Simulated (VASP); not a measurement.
# PbO2 (fluorite type) (Fm-3m) in VASP: further runs

The runs below take PbO2 (fluorite type) through single point, with r2SCAN, PBE.

Everything below comes from runs of VASP 6.6.1. Logs are shortened: lines on timing, memory, paths and dates and some standing lists are left out, and cuts for length are marked.

### 1 The cell of the first run

The structure is cubic, space group Fm-3m (No. 225). Conventional cell: a = 5.482 Å, b = 5.482 Å, c = 5.482 Å, α = 90.00°, β = 90.00°, γ = 90.00°. Within 3.1 Å of Pb (site symmetry m-3m) lie 8 O at 2.37 Å. Within 3.1 Å of O (site symmetry -43m) lie 4 Pb at 2.37 Å and 6 O at 2.74 Å.

### 2 Single point, r2SCAN

Contents of POSCAR:

```
PbO2
1.0
    0.0000000000      2.7410559412      2.7410559412
    2.7410559412      0.0000000000      2.7410559412
    2.7410559412      2.7410559412      0.0000000000
Pb O
1 2
Direct
    0.0000000000      0.0000000000      0.0000000000
    0.2500000000      0.2500000000      0.2500000000
    0.7500000000      0.7500000000      0.7500000000
```

Contents of INCAR.step1:

```
PREC = Accurate
ENCUT = 520
ISMEAR = -1
SIGMA = 0.1
LREAL = False
LASPH = True
NELM = 100
NBANDS = 20
GGA = PE
ALGO = Normal
EDIFF = 1E-4
LWAVE = True
LCHARG = False
```

Contents of INCAR.step2:

```
PREC = Accurate
ENCUT = 520
EDIFF = 1E-6
ISMEAR = -1
SIGMA = 0.1
LREAL = False
LASPH = True
NELM = 100
ALGO = Normal
ISIF = 2
LWAVE = False
LCHARG = False
METAGGA = R2SCAN
LMIXTAU = True
NBANDS = 20
ISTART = 1
```

Contents of KPOINTS:

```
Automatic mesh
0
Gamma
  11 11 11
```

Potentials or basis: VASP PAW PBE potentials, release 64 (Pb_d, O).

Run with:

```bash
cat potpaw_PBE.64/Pb_d/POTCAR potpaw_PBE.64/O/POTCAR > POTCAR
cp INCAR.step1 INCAR
mpirun -np 1 vasp_std > vasp.out
cp INCAR.step2 INCAR
mpirun -np 1 vasp_std > vasp.out
```

OUTCAR:

```text
PREC = Accurate
   ENCUT = 520
   EDIFF = 1E-6
   ISMEAR = -1
   LREAL = False
   LASPH = True
   NELM = 100
   ISIF = 2
   METAGGA = R2SCAN
   ISTART = 1

 ion  position               nearest neighbor table
   1  0.000  0.000  0.000-   3 2.37   3 2.37   3 2.37   2 2.37   3 2.37   2 2.37   2 2.37   2 2.37

   2  0.250  0.250  0.250-   1 2.37   1 2.37   1 2.37   1 2.37
   3  0.750  0.750  0.750-   1 2.37   1 2.37   1 2.37   1 2.37

  LATTYP: Found a face centered cubic cell.
 ALAT       =     5.4821118824

  Lattice vectors:

 A1 = (   0.0000000000,   2.7410559412,   2.7410559412)
 A2 = (   2.7410559412,   0.0000000000,   2.7410559412)
 A3 = (   2.7410559412,   2.7410559412,   0.0000000000)

Analysis of symmetry for initial positions (statically):
=====================================================================
 Subroutine PRICEL returns:
 Original cell was already a primitive cell.

 Routine SETGRP: Setting up the symmetry group for a
 face centered cubic supercell.

 Subroutine GETGRP returns: Found 48 space group operations
 (whereof 48 operations were pure point group operations)
 out of a pool of 48 trial point group operations.

The static configuration has the point symmetry O_h .

Analysis of symmetry for dynamics (positions and initial velocities):
=====================================================================
 Subroutine PRICEL returns:
 Original cell was already a primitive cell.

 Routine SETGRP: Setting up the symmetry group for a
 face centered cubic supercell.

 Subroutine GETGRP returns: Found 48 space group operations
 (whereof 48 operations were pure point group operations)
 out of a pool of 48 trial point group operations.

The dynamic configuration has the point symmetry O_h .

 Subroutine INISYM returns: Found 48 space group operations
 (whereof 48 operations are pure point group operations),
 and found     1 'primitive' translations

----------------------------------------------------------------------------------------

                                     Primitive cell

  volume of cell :      41.1892

  direct lattice vectors                    reciprocal lattice vectors
     0.000000000  2.741055941  2.741055941    -0.182411454  0.182411454  0.182411454
     2.741055941  0.000000000  2.741055941     0.182411454 -0.182411454  0.182411454
     2.741055941  2.741055941  0.000000000     0.182411454  0.182411454 -0.182411454

  length of vectors
     3.876438487  3.876438487  3.876438487     0.315945906  0.315945906  0.315945906

  position of ions in fractional coordinates (direct lattice)
     0.000000000  0.000000000  0.000000000
     0.250000000  0.250000000  0.250000000
     0.750000000  0.750000000  0.750000000

  ion indices of the primitive-cell ions
   primitive index   ion index
                 1           1
                 2           2
                 3           3

----------------------------------------------------------------------------------------

 KPOINTS: Automatic mesh

Automatic generation of k-mesh.
 Grid dimensions read from file:
 generate k-points for:   11   11   11

 Generating k-lattice:

  Cartesian coordinates                     Fractional coordinates (reciprocal lattice)
    -0.016582859  0.016582859  0.016582859     0.090909091  0.000000000  0.000000000
     0.016582859 -0.016582859  0.016582859     0.000000000  0.090909091  0.000000000
     0.016582859  0.016582859 -0.016582859     0.000000000  0.000000000  0.090909091

  Length of vectors
     0.028722355  0.028722355  0.028722355

  Shift w.r.t. Gamma in fractional coordinates (k-lattice)
     0.000000000  0.000000000  0.000000000

 Subroutine IBZKPT returns following result:
 ===========================================

 Found     56 irreducible k-points:

 Following reciprocal coordinates:
            Coordinates               Weight
  0.000000  0.000000  0.000000      1.000000
  0.090909  0.000000  0.000000      8.000000
  0.181818  0.000000  0.000000      8.000000
  0.272727  0.000000  0.000000      8.000000
  0.363636  0.000000  0.000000      8.000000
  0.454545  0.000000  0.000000      8.000000
[... 16 lines left out ...]
 -0.272727  0.181818  0.000000     24.000000
 -0.181818  0.181818  0.000000     12.000000
 [... further k-points ...]
   k-points           NKPTS =     56   k-points in BZ     NKDIM =     56   number of bands    NBANDS=     20
   number of dos      NEDOS =    301   number of ions     NIONS =      3
   total plane-waves  NPLWV =  27000
   dimension x,y,z NGX =    30 NGY =   30 NGZ =   30
   dimension x,y,z NGXF=    60 NGYF=   60 NGZF=   60
   ions per type =               1   2
   NGX,Y,Z   is equivalent  to a cutoff of  12.87, 12.87, 12.87 a.u.
   NGXF,Y,Z  is equivalent  to a cutoff of  25.73, 25.73, 25.73 a.u.
 SYSTEM =  unknown system
   PREC   = accura    normal or accurate (medium, high low for compatibility)
   ISTART =      1    job   : 0-new  1-cont  2-samecut
   ICHARG =      0    charge: 1-file 2-atom 10-const
   ISPIN  =      1    spin polarized calculation?
   LNONCOLLINEAR =      F non collinear calculations
   LSORBIT =      F    spin-orbit coupling
   LASPH  =      T    aspherical Exc in radial PAW
   ENCUT  =  520.0 eV  38.22 Ry    6.18 a.u.   7.21  7.21  7.21*2*pi/ulx,y,z
   NELM   =    100;   NELMIN=  2; NELMDL=  0     # of ELM steps
   EDIFF  = 0.1E-05   stopping-criterion for ELM
   LREAL  =      F    real-space projection
   EDIFFG = 0.1E-04   stopping-criterion for IOM
   NSW    =      0    number of steps for IOM
   IBRION =     -1    ionic relax: 0-MD 1-quasi-New 2-CG
   NFREE  =      0    steps in history (QN), initial steepest desc. (CG)
   ISIF   =      2    stress and relaxation
   ISYM   =      2    0-nonsym 1-usesym 2-fastsym
   POTIM  = 0.5000    time-step for ionic-motion
   TEBEG  =    0.0;   TEEND  =   0.0 temperature during run
   PSTRESS=    0.0 pullay stress
   NELECT =      26.0000    total number of electrons
   NUPDOWN=      -1.0000    fix difference up-down
   EMIN   =  10.00;   EMAX   =-10.00  energy-range for DOS
   EFERMI =   0.00;   METHOD = LEGACY
   ISMEAR =    -1;   SIGMA  =   0.10  broadening in eV -4-tet -1-fermi 0-gaus
   EFERMI_NEDOS =   21; number of points for ismear=-14 and -15
   IALGO  =     38    algorithm
   IMIX   =      4    mixing-type and parameters
     AMIX     =   0.40;   BMIX     =  1.00
     AMIX_MAG =   1.60;   BMIX_MAG =  1.00
  volume/ion in A,a.u.               =      13.73        92.65
  Fermi-wavevector in a.u.,A,eV,Ry     =   1.404337  2.653812 26.832904  1.972163
  Thomas-Fermi vector in A             =   2.526909
   LORBIT       =      0    0 simple, 1 ext, 2 COOP (PROOUT), +10 PAW based schemes
   METAGGA = R2SCAN    functional components
   LHFCALC =     F    Hartree Fock is set to
   AEXX    =    0.0000 exact exchange contribution
   IVDW    =     0    specifies the selected vdW correction
   LEPSILON=     F    determine dielectric tensor
   LRPA    =     F    only Hartree local field effects (RPA)
 non-spin polarized calculation
  energy-cutoff  :      520.00
  volume of cell :       41.19
 maximum number of plane-waves:      1129
 NGX is ok and might be reduce to    30
   NGX = 15   NGY = 15   NGZ = 15

 number of electron      25.9999990 magnetization

 Free energy of the ion-electron system (eV)
  ---------------------------------------------------
  ext. energy  EPLUGINS =         0.00000000
  ---------------------------------------------------
  free energy    TOTEN  =       -70.67161774 eV

  energy without entropy =      -70.65467621  energy(sigma->0) =      -70.66314697

 E-fermi :   4.8870     XC(G=0): -11.6533

 val. band max:        4.7063525796   @ k =  -0.2727   0.4545   0.1818
 cond. band min:       4.9100668348   @ k =  -0.0909   0.0909   0.0000
 fundamental gap:      0.2037142551
 Fermi energy:         4.8869791948

 k-point     1 :       0.0000    0.0000    0.0000
  band No.  band energies     occupation
      1     -14.3870      2.00000
      2     -11.9032      2.00000
      3     -11.3883      2.00000
      4     -11.3883      2.00000
      5     -11.3883      2.00000
      6     -11.1855      2.00000
[... 12 lines left out ...]
     19      20.9911      0.00000
     20      20.9911      0.00000

 k-point     2 :       0.0909    0.0000    0.0000
  band No.  band energies     occupation
      1     -14.3274      2.00000
      2     -12.1907      2.00000
      3     -11.3798      2.00000
      4     -11.3798      2.00000
      5     -11.1861      2.00000
      6     -11.1861      2.00000
[... 12 lines left out ...]
     19      20.9026      0.00000
     20      20.9026      0.00000

 k-point     3 :       0.1818    0.0000    0.0000
  band No.  band energies     occupation
      1     -14.1648      2.00000
      2     -12.5784      2.00000
      3     -11.3592      2.00000
      4     -11.3592      2.00000
      5     -11.1852      2.00000
      6     -11.1852      2.00000
[... 12 lines left out ...]
     19      20.7141      0.00000
     20      20.7141      0.00000

 k-point     4 :       0.2727    0.0000    0.0000
  band No.  band energies     occupation
      1     -13.9611      2.00000
      2     -12.8599      2.00000
      3     -11.3391      2.00000
      4     -11.3391      2.00000
      5     -11.1766      2.00000
      6     -11.1766      2.00000
[... 12 lines left out ...]
     19      20.5333      0.00000
     20      20.5333      0.00000

 k-point     5 :       0.3636    0.0000    0.0000
  band No.  band energies     occupation
      1     -13.8256      2.00000
      2     -12.9599      2.00000
      3     -11.3289      2.00000
      4     -11.3289      2.00000
      5     -11.1599      2.00000
      6     -11.1599      2.00000
[... 12 lines left out ...]
     19      20.3965      0.00000
     20      20.3965      0.00000

 k-point     6 :       0.4545    0.0000    0.0000
  band No.  band energies     occupation
      1     -13.7975      2.00000
      2     -12.9267      2.00000
      3     -11.3264      2.00000
      4     -11.3264      2.00000
      5     -11.1462      2.00000
      6     -11.1462      2.00000
[... 12 lines left out ...]
     19      20.3124      0.00000
     20      20.3124      0.00000

 k-point     7 :       0.0909    0.0909    0.0000
  band No.  band energies     occupation
      1     -14.3068      2.00000
      2     -12.2621      2.00000
      3     -11.3725      2.00000
      4     -11.3725      2.00000
      5     -11.1920      2.00000
      6     -11.1813      2.00000
[... 12 lines left out ...]
     19      20.7005      0.00000
     20      21.0448      0.00000
[... 277 lines left out ...]
 k-point    20 :       0.4545    0.1818    0.0000
  band No.  band energies     occupation
      1     -13.6621      2.00000
      2     -13.1890      2.00000
      3     -11.2804      2.00000
      4     -11.2421      2.00000
      5     -11.1427      2.00000
      6     -11.0435      2.00000
[... 12 lines left out ...]
     19      21.0041      0.00000
     20      22.7556      0.00000

 k-point    21 :      -0.4545    0.1818    0.0000
  band No.  band energies     occupation
      1     -13.6719      2.00000
      2     -13.1551      2.00000
      3     -11.2805      2.00000
      4     -11.2328      2.00000
      5     -11.1496      2.00000
      6     -10.9192      2.00000
[... 12 lines left out ...]
     19      20.6388      0.00000
     20      22.8949      0.00000

 k-point    22 :      -0.3636    0.1818    0.0000
  band No.  band energies     occupation
      1     -13.6690      2.00000
      2     -13.1745      2.00000
      3     -11.2835      2.00000
      4     -11.2253      2.00000
      5     -11.1712      2.00000
      6     -10.9143      2.00000
[... 12 lines left out ...]
     19      20.3100      0.00000
     20      22.9965      0.00000

 k-point    23 :      -0.2727    0.1818    0.0000
  band No.  band energies     occupation
      1     -13.7133      2.00000
      2     -13.1638      2.00000
      3     -11.2950      2.00000
      4     -11.2261      2.00000
      5     -11.1938      2.00000
      6     -11.0249      2.00000
[... 12 lines left out ...]
     19      20.1754      0.00000
     20      22.7730      0.00000

 k-point    24 :      -0.1818    0.1818    0.0000
  band No.  band energies     occupation
      1     -13.8716      2.00000
      2     -13.0068      2.00000
      3     -11.3203      2.00000
      4     -11.2524      2.00000
      5     -11.2008      2.00000
      6     -11.1304      2.00000
[... 12 lines left out ...]
     19      20.2243      0.00000
     20      21.9097      0.00000

 [... further k-points ...]
[... 5 lines left out ...]
  --------------------------------------------------------------------------------------
  -------------------------------------------------------------------------------------
  Total       -2.7818137     -2.7818137     -2.7818137      0.0000000      0.0000000      0.0000000
  in kB     -108.2068941   -108.2068941   -108.2068941      0.0000000      0.0000000      0.0000000
  external PRESSURE =    -108.2068941 kB  Pullay stress =       0.0000000 kB

 VOLUME and BASIS-vectors are now :
 -----------------------------------------------------------------------------
  energy-cutoff  :      520.00
  volume of cell :       41.19
      direct lattice vectors                 reciprocal lattice vectors
     0.000000000  2.741055941  2.741055941    -0.182411454  0.182411454  0.182411454
     2.741055941  0.000000000  2.741055941     0.182411454 -0.182411454  0.182411454
     2.741055941  2.741055941  0.000000000     0.182411454  0.182411454 -0.182411454

 POSITION                                       TOTAL-FORCE (eV/Angst)
 -----------------------------------------------------------------------------------
      0.00000      0.00000      0.00000        -0.000000     -0.000000     -0.000000
      1.37053      1.37053      1.37053        -0.000000     -0.000000     -0.000000
      4.11158      4.11158      4.11158         0.000000      0.000000      0.000000
 -----------------------------------------------------------------------------------
    total drift:                                0.000000     -0.000000      0.000000

  FREE ENERGIE OF THE ION-ELECTRON SYSTEM (eV)
  ---------------------------------------------------
  free  energy   TOTEN  =       -70.6716177354 eV

  energy  without entropy=      -70.6546762084  energy(sigma->0) =      -70.66314697
```

Run time: 2.7 min. Hardware: 1 thread of Intel Xeon Platinum 8488C (Sapphire Rapids), shared host; peak memory 0.2 GiB.

Results:

```
Free energy            : -70.6716 eV
Pressure               : -10.8 GPa
Band gap on the k mesh : zero (bands 13 and 14 overlap by 1.11 eV)
```

Caveat: the cell stands under tension; the PAW data sets were made with another functional, which shifts forces and pressure a little; spin-orbit coupling is left out, which moves the levels of the heavy elements.

### 3 Single point, r2SCAN

POSCAR is that of step 2.

Contents of INCAR.step1:

```
SYSTEM = PbO2
PREC = Accurate ; ENCUT = 520
ISMEAR = -1 ; SIGMA = 0.1
LREAL = .FALSE. ; LASPH = .TRUE.
NELM = 100 ; NBANDS = 20
GGA = PE ; ALGO = Normal
EDIFF = 1E-4 ; LWAVE = .TRUE.
LCHARG = .FALSE.
```

Contents of INCAR.step2:

```
SYSTEM = PbO2
PREC = Accurate ; ENCUT = 520
EDIFF = 1E-6 ; ISMEAR = -1
SIGMA = 0.1 ; LREAL = .FALSE.
LASPH = .TRUE. ; NELM = 100
ALGO = Normal ; ISIF = 2
LWAVE = .FALSE. ; LCHARG = .FALSE.
METAGGA = R2SCAN ; LMIXTAU = .TRUE.
NBANDS = 20 ; ISTART = 1
```

Contents of KPOINTS:

```
regular mesh
0
G
  11 11 11
  0 0 0
```

Potentials or basis: VASP PAW PBE potentials, release 64 (Pb_d, O).

Run with:

```bash
cat potpaw_PBE.64/Pb_d/POTCAR potpaw_PBE.64/O/POTCAR > POTCAR
cp INCAR.step1 INCAR
mpirun -np 1 vasp_std > vasp.out
cp INCAR.step2 INCAR
mpirun -np 1 vasp_std > vasp.out
```

It took 3.3 min on 1 thread of Intel Xeon Platinum 8488C (Sapphire Rapids), shared host; peak memory 0.19 GiB.

It converged, with:

- Free energy: -70.6716 eV
- Pressure: -10.8 GPa
- Band gap on the k mesh: zero (bands 13 and 14 overlap by 1.11 eV)

Levels at points of the mesh, in eV from the Fermi level:
```
           k point  band 9  band 10  band 11  band 12  band 13  band 14  band 15  band 16  band 17  band 18
(0.00, 0.00, 0.00)   -2.09    -2.09    -2.09    -1.29    -1.29    -1.29     7.33     7.33     7.33    11.58
```

Caveat: the cell stands under tension; the PAW data sets were made with another functional, which shifts forces and pressure a little; spin-orbit coupling is left out, which moves the levels of the heavy elements.

### 4 Single point, PBE

Contents of INCAR:

```
  PREC = Accurate
  ENCUT = 520
  EDIFF = 1E-6
  ISMEAR = -1
  SIGMA = 0.06122561905347299
  LREAL = False
  LASPH = True
  NELM = 100
  ALGO = Normal
  ISIF = 2
  LWAVE = False
  LCHARG = False
  GGA = PE
  NBANDS = 20
```

Contents of KPOINTS:

```
regular mesh
0
Gamma
  35 35 35
```

POSCAR is that of step 3.

Run with:

```bash
cat potpaw_PBE.64/Pb_d/POTCAR potpaw_PBE.64/O/POTCAR > POTCAR
mpirun -np 1 vasp_std > vasp.out
```

Wall time 42 min (1 thread of Intel Xeon 8259CL, shared host); peak memory 0.86 GiB.

Results (log left out):

```
Free energy            : -15.5930 eV
Pressure               : -4.7 GPa
Band gap on the k mesh : zero (bands 13 and 14 overlap by 1.12 eV)
```

Levels at points of the mesh, in eV from the Fermi level:
```tsv
k point	band 10	band 11	band 12	band 13	band 14	band 15	band 16	band 17
(0.00, 0.00, 0.00)	-1.92	-1.92	-1.15	-1.15	-1.15	6.84	6.84	6.84
```

Caveat: the cell stands under tension; spin-orbit coupling is left out, which moves the levels of the heavy elements.

(Continued in part 2 of 2.)
